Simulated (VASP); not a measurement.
# Al2Au (Fm-3m) in VASP: notebook

The runs below take Al2Au through single point, relaxation of cell and atoms, with r2SCAN.

All numbers are computed with VASP 6.6.1; they aren't measurements. Logs are shortened: lines on timing, memory, paths and dates and some standing lists are left out, and cuts for length are marked.

### 1 The cell of the first run

The structure is cubic, space group Fm-3m (No. 225). Conventional cell: a = 5.931 Å, b = 5.931 Å, c = 5.931 Å, α = 90.00°, β = 90.00°, γ = 90.00°. Within 3.4 Å of Au (site symmetry m-3m) lie 8 Al at 2.57 Å. Al (site symmetry -43m) has 4 Au at 2.57 Å and 6 Al at 2.97 Å within 3.4 Å.

### 2 Single point, r2SCAN

Contents of POSCAR:

```
Al2Au
1.0
    0.0000000000      2.9655666970      2.9655666970
    2.9655666970      0.0000000000      2.9655666970
    2.9655666970      2.9655666970      0.0000000000
Au Al
1 2
Direct
    0.0000000000      0.0000000000      0.0000000000
    0.7500000000      0.7500000000      0.7500000000
    0.2500000000      0.2500000000      0.2500000000
```

Contents of INCAR.step1:

```
ALGO = Normal
EDIFF = 1E-4
ENCUT = 520
GGA = PE
ISMEAR = -1
LASPH = True
LCHARG = False
LREAL = False
LWAVE = True
NBANDS = 16
NELM = 100
PREC = Accurate
SIGMA = 0.05
```

Contents of INCAR.step2:

```
ALGO = Normal
EDIFF = 1E-7
ENCUT = 520
ISIF = 2
ISMEAR = -1
ISTART = 1
LASPH = True
LCHARG = False
LMIXTAU = True
LREAL = False
LWAVE = False
METAGGA = R2SCAN
NBANDS = 16
NELM = 100
PREC = Accurate
SIGMA = 0.05
```

Contents of KPOINTS:

```
k-points
0
Gamma
  8 8 8
```

Potentials or basis: VASP PAW PBE potentials, release 64 (Au, Al).

Run with:

```bash
$ cat potpaw_PBE.64/Au/POTCAR potpaw_PBE.64/Al/POTCAR > POTCAR
$ cp INCAR.step1 INCAR
$ mpirun -np 1 vasp_std > vasp.out
$ cp INCAR.step2 INCAR
$ mpirun -np 1 vasp_std > vasp.out
```

OUTCAR:

```text
EDIFF = 1E-7
   ENCUT = 520
   ISIF = 2
   ISMEAR = -1
   ISTART = 1
   LASPH = True
   LREAL = False
   METAGGA = R2SCAN
   NELM = 100
   PREC = Accurate

 ion  position               nearest neighbor table
   1  0.000  0.000  0.000-   2 2.57   2 2.57   2 2.57   2 2.57   3 2.57   3 2.57   3 2.57   3 2.57

   2  0.750  0.750  0.750-   1 2.57   1 2.57   1 2.57   1 2.57   3 2.97   3 2.97   3 2.97   3 2.97
                             3 2.97   3 2.97
   3  0.250  0.250  0.250-   1 2.57   1 2.57   1 2.57   1 2.57   2 2.97   2 2.97   2 2.97   2 2.97
                             2 2.97   2 2.97

  LATTYP: Found a face centered cubic cell.
 ALAT       =     5.9311333940

  Lattice vectors:

 A1 = (   0.0000000000,   2.9655666970,   2.9655666970)
 A2 = (   2.9655666970,   0.0000000000,   2.9655666970)
 A3 = (   2.9655666970,   2.9655666970,   0.0000000000)

Analysis of symmetry for initial positions (statically):
=====================================================================
 Subroutine PRICEL returns:
 Original cell was already a primitive cell.

 Routine SETGRP: Setting up the symmetry group for a
 face centered cubic supercell.

 Subroutine GETGRP returns: Found 48 space group operations
 (whereof 48 operations were pure point group operations)
 out of a pool of 48 trial point group operations.

The static configuration has the point symmetry O_h .

Analysis of symmetry for dynamics (positions and initial velocities):
=====================================================================
 Subroutine PRICEL returns:
 Original cell was already a primitive cell.

 Routine SETGRP: Setting up the symmetry group for a
 face centered cubic supercell.

 Subroutine GETGRP returns: Found 48 space group operations
 (whereof 48 operations were pure point group operations)
 out of a pool of 48 trial point group operations.

The dynamic configuration has the point symmetry O_h .

 Subroutine INISYM returns: Found 48 space group operations
 (whereof 48 operations are pure point group operations),
 and found     1 'primitive' translations

----------------------------------------------------------------------------------------

                                     Primitive cell

  volume of cell :      52.1619

  direct lattice vectors                    reciprocal lattice vectors
     0.000000000  2.965566697  2.965566697    -0.168601839  0.168601839  0.168601839
     2.965566697  0.000000000  2.965566697     0.168601839 -0.168601839  0.168601839
     2.965566697  2.965566697  0.000000000     0.168601839  0.168601839 -0.168601839

  length of vectors
     4.193944643  4.193944643  4.193944643     0.292026952  0.292026952  0.292026952

  position of ions in fractional coordinates (direct lattice)
     0.000000000  0.000000000  0.000000000
     0.750000000  0.750000000  0.750000000
     0.250000000  0.250000000  0.250000000

  ion indices of the primitive-cell ions
   primitive index   ion index
                 1           1
                 2           2
                 3           3

----------------------------------------------------------------------------------------

 KPOINTS: k-points

Automatic generation of k-mesh.
 Grid dimensions read from file:
 generate k-points for:    8    8    8

 Generating k-lattice:

  Cartesian coordinates                     Fractional coordinates (reciprocal lattice)
    -0.021075230  0.021075230  0.021075230     0.125000000  0.000000000  0.000000000
     0.021075230 -0.021075230  0.021075230     0.000000000  0.125000000  0.000000000
     0.021075230  0.021075230 -0.021075230     0.000000000  0.000000000  0.125000000

  Length of vectors
     0.036503369  0.036503369  0.036503369

  Shift w.r.t. Gamma in fractional coordinates (k-lattice)
     0.000000000  0.000000000  0.000000000

 Subroutine IBZKPT returns following result:
 ===========================================

 Found     29 irreducible k-points:

 Following reciprocal coordinates:
            Coordinates               Weight
  0.000000  0.000000  0.000000      1.000000
  0.125000  0.000000  0.000000      8.000000
  0.250000  0.000000  0.000000      8.000000
  0.375000  0.000000  0.000000      8.000000
  0.500000  0.000000  0.000000      4.000000
  0.125000  0.125000  0.000000      6.000000
[... 16 lines left out ...]
  0.500000  0.250000  0.125000     48.000000
 -0.375000  0.250000  0.125000     24.000000
 [... further k-points ...]
   k-points           NKPTS =     29   k-points in BZ     NKDIM =     29   number of bands    NBANDS=     16
   number of dos      NEDOS =    301   number of ions     NIONS =      3
   total plane-waves  NPLWV =  32768
   dimension x,y,z NGX =    32 NGY =   32 NGZ =   32
   dimension x,y,z NGXF=    64 NGYF=   64 NGZF=   64
   ions per type =               1   2
   NGX,Y,Z   is equivalent  to a cutoff of  12.68, 12.68, 12.68 a.u.
   NGXF,Y,Z  is equivalent  to a cutoff of  25.37, 25.37, 25.37 a.u.
 SYSTEM =  unknown system
[... 33 lines left out ...]
   LORBIT       =      0    0 simple, 1 ext, 2 COOP (PROOUT), +10 PAW based schemes
   METAGGA = R2SCAN    functional components
   LHFCALC =     F    Hartree Fock is set to
   AEXX    =    0.0000 exact exchange contribution
   IVDW    =     0    specifies the selected vdW correction
   LEPSILON=     F    determine dielectric tensor
   LRPA    =     F    only Hartree local field effects (RPA)
 non-spin polarized calculation
  energy-cutoff  :      520.00
  volume of cell :       52.16
 maximum number of plane-waves:      1424
   NGX = 15   NGY = 15   NGZ = 15

 number of electron      17.0000000 magnetization

 Free energy of the ion-electron system (eV)
  ---------------------------------------------------
  ext. energy  EPLUGINS =         0.00000000
  ---------------------------------------------------
  free energy    TOTEN  =       -65.52963955 eV

  energy without entropy =      -65.52407583  energy(sigma->0) =      -65.52685769

 E-fermi :   8.1551     XC(G=0): -11.4341

 val. band max:        8.0086293992   @ k =   0.3750   0.1250   0.0000
 cond. band min:       8.1928633394   @ k =   0.3750   0.1250   0.0000
 fundamental gap:      0.1842339402
 Fermi energy:         8.1550815592

 k-point     1 :       0.0000    0.0000    0.0000
  band No.  band energies     occupation
      1      -3.2422      2.00000
      2       0.9708      2.00000
      3       0.9708      2.00000
      4       0.9708      2.00000
      5       2.0113      2.00000
      6       2.0113      2.00000
[... 8 lines left out ...]
     15      14.5113      0.00000
     16      14.5113      0.00000

 k-point     2 :       0.1250    0.0000    0.0000
  band No.  band energies     occupation
      1      -3.0209      2.00000
      2       0.9092      2.00000
      3       1.0269      2.00000
      4       1.0269      2.00000
      5       2.0014      2.00000
      6       2.0014      2.00000
[... 8 lines left out ...]
     15      14.0199      0.00000
     16      14.1539      0.00000

 k-point     3 :       0.2500    0.0000    0.0000
  band No.  band energies     occupation
      1      -2.3900      2.00000
      2       0.7948      2.00000
      3       1.1445      2.00000
      4       1.1445      2.00000
      5       2.0135      2.00000
      6       2.0135      2.00000
[... 8 lines left out ...]
     15      14.9514      0.00000
     16      15.4055      0.00000

 k-point     4 :       0.3750    0.0000    0.0000
  band No.  band energies     occupation
      1      -1.5246      2.00000
      2       0.8389      2.00000
      3       1.2198      2.00000
      4       1.2198      2.00000
      5       2.0995      2.00000
      6       2.0995      2.00000
[... 8 lines left out ...]
     15      16.5854      0.00000
     16      17.1528      0.00000
[... 324 lines left out ...]
 k-point    22 :       0.3750    0.2500    0.1250
  band No.  band energies     occupation
      1      -1.8215      2.00000
      2       0.6209      2.00000
      3       1.2719      2.00000
      4       1.3428      2.00000
      5       1.8310      2.00000
      6       2.1794      2.00000
[... 8 lines left out ...]
     15      16.1660      0.00000
     16      17.5955      0.00000

 k-point    23 :       0.5000    0.2500    0.1250
  band No.  band energies     occupation
      1      -0.9519      2.00000
      2       0.6004      2.00000
      3       1.2829      2.00000
      4       1.4721      2.00000
      5       1.9888      2.00000
      6       2.1780      2.00000
[... 8 lines left out ...]
     15      17.4015      0.00000
     16      18.4018      0.00000

 k-point    24 :      -0.3750    0.2500    0.1250
  band No.  band energies     occupation
      1      -0.4650      2.00000
      2       0.7593      2.00000
      3       1.3529      2.00000
      4       1.5010      2.00000
      5       1.9456      2.00000
      6       2.2341      2.00000
[... 8 lines left out ...]
     15      16.6325      0.00000
     16      19.1203      0.00000

 [... further k-points ...]

------------------------ aborting loop because EDIFF is reached ----------------------------------------

  FORCE on cell =-STRESS in cart. coord.  units (eV):
  Direction    XX          YY          ZZ          XY          YZ          ZX
  --------------------------------------------------------------------------------------
  -------------------------------------------------------------------------------------
  Total        1.5119301      1.5119301      1.5119301      0.0000000      0.0000000      0.0000000
  in kB       46.4396782     46.4396782     46.4396782      0.0000000      0.0000000      0.0000000
  external PRESSURE =      46.4396782 kB  Pullay stress =       0.0000000 kB

 VOLUME and BASIS-vectors are now :
 -----------------------------------------------------------------------------
  energy-cutoff  :      520.00
  volume of cell :       52.16
      direct lattice vectors                 reciprocal lattice vectors
     0.000000000  2.965566697  2.965566697    -0.168601839  0.168601839  0.168601839
     2.965566697  0.000000000  2.965566697     0.168601839 -0.168601839  0.168601839
     2.965566697  2.965566697  0.000000000     0.168601839  0.168601839 -0.168601839

 POSITION                                       TOTAL-FORCE (eV/Angst)
 -----------------------------------------------------------------------------------
      0.00000      0.00000      0.00000        -0.000000     -0.000000     -0.000000
      4.44835      4.44835      4.44835         0.000000      0.000000      0.000000
      1.48278      1.48278      1.48278        -0.000000     -0.000000     -0.000000
 -----------------------------------------------------------------------------------
    total drift:                                0.000000     -0.000000      0.000000

  FREE ENERGIE OF THE ION-ELECTRON SYSTEM (eV)
  ---------------------------------------------------
  free  energy   TOTEN  =       -65.5296395495 eV

  energy  without entropy=      -65.5240758333  energy(sigma->0) =      -65.52685769
```

Run time: 68 s. Hardware: 1 thread of AMD EPYC 9R45 (Zen 5), shared host; peak memory 0.17 GiB.

What came out:

```
Free energy : -65.5296 eV
Pressure    : 4.6 GPa
```

Levels at points of the mesh, in eV from the Fermi level:
```csv
k point,band 7,band 8,band 9,band 10,band 11,band 12
"(0.00, 0.00, 0.00)",3.02,3.02,3.02,3.14,4.32,4.32
"(0.50, 0.00, 0.00)",-5.91,0.28,0.28,3.86,4.19,4.19
"(0.50, 0.50, 0.00)",-5.47,-2.38,-2.38,1.76,2.37,7.99
```

Caveat: the PAW data sets were made with another functional, which shifts forces and pressure a little; spin-orbit coupling is left out, which moves the levels of the heavy elements.

### 3 Single point, r2SCAN

This run uses another cell than the first one, of 17.78 Å³/atom, 1.023 times its volume.

Contents of POSCAR:

```
Al2Au
1.0
    0.0000000000      2.9877699580      2.9877699580
    2.9877699580      0.0000000000      2.9877699580
    2.9877699580      2.9877699580      0.0000000000
Au Al
1 2
Direct
    0.0000000000      0.0000000000      0.0000000000
    0.7500000000      0.7500000000      0.7500000000
    0.2500000000      0.2500000000      0.2500000000
```

Contents of INCAR.step1:

```
PREC = Accurate
ENCUT = 520
ISMEAR = -1
SIGMA = 0.05
LREAL = F
LASPH = T
NELM = 100
NBANDS = 16
GGA = PE
ALGO = Normal
EDIFF = 1E-4
LWAVE = T
LCHARG = F
```

Contents of INCAR.step2:

```
PREC = Accurate
ENCUT = 520
EDIFF = 1E-6
ISMEAR = -1
SIGMA = 0.05
LREAL = F
LASPH = T
NELM = 100
ALGO = Normal
ISIF = 2
LWAVE = F
LCHARG = T
METAGGA = R2SCAN
LMIXTAU = T
LELF = T
LVHAR = T
NBANDS = 16
ISTART = 1
```

Contents of KPOINTS:

```
regular mesh
0
Gamma
  8 8 8
```

Potentials or basis: VASP PAW PBE potentials, release 64 (Au, Al).

Run with:

```bash
$ cat potpaw_PBE.64/Au/POTCAR potpaw_PBE.64/Al/POTCAR > POTCAR
$ cp INCAR.step1 INCAR
$ mpirun -np 1 vasp_std > vasp.out
$ cp INCAR.step2 INCAR
$ mpirun -np 1 vasp_std > vasp.out
```

Run time: 60 s. Hardware: 1 thread of AMD EPYC 9R45 (Zen 5), shared host; peak memory 0.16 GiB.

Results (log left out):

```
Free energy : -65.5526 eV
Pressure    : 1.6 GPa
```

Levels at points of the mesh, in eV from the Fermi level:
```
           k point  band 6  band 7  band 8  band 9  band 10  band 11  band 12  band 13
(0.00, 0.00, 0.00)   -6.02    2.98    3.03    3.03     3.03     4.22     4.22     4.22
(0.50, 0.00, 0.00)   -5.88   -5.81    0.30    0.30     3.82     4.13     4.13     4.16
(0.50, 0.50, 0.00)   -5.69   -5.38   -2.31   -2.31     1.63     2.36     8.00    10.74
```

Caveat: the PAW data sets were made with another functional, which shifts forces and pressure a little; spin-orbit coupling is left out, which moves the levels of the heavy elements.

### 4 Relaxation of cell and atoms, r2SCAN

This run uses another cell than the first one, of 18.00 Å³/atom, 1.035 times its volume.

Contents of POSCAR:

```
Al2Au
1.0
    0.0000000000      3.0000000000      3.0000000000
    3.0000000000      0.0000000000      3.0000000000
    3.0000000000      3.0000000000      0.0000000000
Au Al
1 2
Direct
    0.0000000000      0.0000000000      0.0000000000
    0.7500000000      0.7500000000      0.7500000000
    0.2500000000      0.2500000000      0.2500000000
```

Contents of INCAR.step1:

```
SYSTEM = Al2Au
PREC = Accurate ; ENCUT = 600
ISMEAR = -1 ; SIGMA = 0.05
LREAL = .False. ; LASPH = .True.
NELM = 60 ; GGA = PE
ALGO = Normal ; EDIFF = 1E-4
LWAVE = .True. ; LCHARG = .False.
```

Contents of INCAR.step2:

```
SYSTEM = Al2Au
PREC = Accurate ; ENCUT = 600
EDIFF = 1E-6 ; ISMEAR = -1
SIGMA = 0.05 ; LREAL = .False.
LASPH = .True. ; NELM = 60
ALGO = Normal ; ISIF = 3
LWAVE = .False. ; LCHARG = .False.
METAGGA = R2SCAN ; LMIXTAU = .True.
IBRION = 2 ; NSW = 60
EDIFFG = -0.01 ; ISTART = 1
```

Contents of KPOINTS:

```
regular mesh
0
Gamma
  8 8 8
  0 0 0
```

Run with:

```bash
$ cat potpaw_PBE.64/Au/POTCAR potpaw_PBE.64/Al/POTCAR > POTCAR
$ cp INCAR.step1 INCAR
$ mpirun -np 1 vasp_std > vasp.out
$ cp INCAR.step2 INCAR
$ mpirun -np 1 vasp_std > vasp.out
```

Run time: 2.6 min. Hardware: 1 thread of AMD EPYC 9R45 (Zen 5), shared host; peak memory 0.2 GiB.

It converged, with:

- Free energy: -65.5555 eV
- Relaxed volume: 18.02 Å³/atom
- Relaxed cell: a = 4.244 Å, b = 4.244 Å, c = 4.244 Å, α = 60.00°, β = 60.00°, γ = 60.00°
- Space group after relaxing (to 0.05 Å): Fm-3m (No. 225)
- Energy gained by relaxing: 0.0 meV/atom
- Ionic steps: 3
- Pressure after relaxing: 0.0 GPa

Final structure:
```
Au Al
1.0
     0.00000    3.00098    3.00098
     3.00098    0.00000    3.00098
     3.00098    3.00098    0.00000
Au Al
1 2
Cartesian
  0.0000 0.0000 0.0000
  4.5015 4.5015 4.5015
  1.5005 1.5005 1.5005
```

Levels at points of the mesh, in eV from the Fermi level:
| k point | band 6 | band 7 | band 8 | band 9 | band 10 | band 11 | band 12 |
| --- | --- | --- | --- | --- | --- | --- | --- |
| (0.00, 0.00, 0.00) | -5.96 | 2.88 | 3.03 | 3.03 | 3.03 | 4.16 | 4.16 |
| (0.50, 0.00, 0.00) | -5.82 | -5.75 | 0.32 | 0.32 | 3.80 | 4.05 | 4.09 |
| (0.50, 0.50, 0.00) | -5.63 | -5.32 | -2.27 | -2.27 | 1.56 | 2.36 | 8.00 |

Caveat: the PAW data sets were made with another functional, which shifts forces and pressure a little; spin-orbit coupling is left out, which moves the levels of the heavy elements.

### 5 Relaxation of cell and atoms, r2SCAN, target pressure 2 GPa, at which the enthalpy is minimised

This run uses another cell than the first one, of 18.00 Å³/atom, 1.035 times its volume.

POSCAR is that of step 4.

Contents of INCAR.step1:

```
PREC = Accurate ; ENCUT = 600
ISMEAR = -1 ; SIGMA = 0.05
LREAL = False ; LASPH = True
NELM = 100 ; GGA = PE
ALGO = Normal ; EDIFF = 1E-4
LWAVE = True ; LCHARG = False
```

Contents of INCAR.step2:

```
PREC = Accurate ; ENCUT = 600
EDIFF = 1E-6 ; ISMEAR = -1
SIGMA = 0.05 ; LREAL = False
LASPH = True ; NELM = 100
ALGO = Normal ; ISIF = 3
LWAVE = False ; LCHARG = False
METAGGA = R2SCAN ; LMIXTAU = True
IBRION = 2 ; NSW = 60
EDIFFG = -0.01 ; PSTRESS = 20.0
ISTART = 1
```

Contents of KPOINTS:

```
Automatic mesh
0
Gamma
  8 8 8
```

Run with:

```bash
$ cat potpaw_PBE.64/Au/POTCAR potpaw_PBE.64/Al/POTCAR > POTCAR
$ cp INCAR.step1 INCAR
$ mpirun -np 1 vasp_std > vasp.out
$ cp INCAR.step2 INCAR
$ mpirun -np 1 vasp_std > vasp.out
```

It took 3 min on 1 thread of AMD EPYC 9R45 (Zen 5), shared host; peak memory 0.2 GiB.

The run converged. Its results:

- Free energy: -65.5501 eV
- Relaxed volume: 17.73 Å³/atom
- Relaxed cell: a = 4.221 Å, b = 4.221 Å, c = 4.221 Å, α = 60.00°, β = 60.00°, γ = 60.00°
- Space group after relaxing (to 0.05 Å): Fm-3m (No. 225)
- Energy change on relaxing (the enthalpy is what falls): +1.8 meV/atom
- Ionic steps: 3
- Pressure after relaxing: 2.0 GPa

Step by step:
```
step  energy change (eV)  largest force (eV/Å)  pressure (GPa)  volume (Å³)
   1              0.0000                0.0000            0.16        54.00
   2              0.0201                0.0000            4.05        52.40
   3              0.0054                0.0000            2.04        53.19
```

Final structure:
```
CELL_PARAMETERS angstrom
0.00000 2.98488 2.98488
2.98488 0.00000 2.98488
2.98488 2.98488 0.00000
ATOMIC_POSITIONS crystal
Au 0.00000 0.00000 0.00000
Al 0.75000 0.75000 0.75000
Al 0.25000 0.25000 0.25000
```

Levels at points of the mesh, in eV from the Fermi level:
```csv
k point,band 7,band 8,band 9,band 10,band 11,band 12
"(0.00, 0.00, 0.00)",3.00,3.03,3.03,3.03,4.23,4.23
"(0.50, 0.00, 0.00)",-5.83,0.30,0.30,3.83,4.13,4.13
"(0.50, 0.50, 0.00)",-5.39,-2.32,-2.32,1.65,2.36,8.00
```

Caveat: the cell is relaxed towards a set pressure, so the enthalpy falls and the energy may rise; the PAW data sets were made with another functional, which shifts forces and pressure a little; spin-orbit coupling is left out, which moves the levels of the heavy elements.

### 6 The runs side by side

| task | cell | cutoff (eV) | gap on the mesh (eV) | pressure (GPa) |
| --- | --- | --- | --- | --- |
| single point | a = 4.194 Å, angles 60.0°, 3 atoms | 520 | none | 4.6 |
| single point | a = 4.225 Å, angles 60.0°, 3 atoms | 520 | none | 1.6 |
| relaxation of cell and atoms | relaxed from a = 4.243 Å, angles 60.0°, 3 atoms | 600 | none | 0.0 |
| relaxation of cell and atoms | relaxed to 2 GPa from a = 4.243 Å, angles 60.0°, 3 atoms | 600 | none | 2.0 |

Alike in all rows: level r2SCAN; potentials or basis VASP PAW PBE potentials, release 64 (Au, Al); no spin polarisation; k mesh 8 × 8 × 8; smearing fermi-dirac 0.05 eV.

Caveats: the PAW data sets were made with another functional, which shifts forces and pressure a little; spin-orbit coupling is left out, which moves the levels of the heavy elements; the cell is relaxed towards a set pressure, so the enthalpy falls and the energy may rise (some runs).

Total energies depend on the potentials used, so only differences within one code and one set of settings carry meaning.
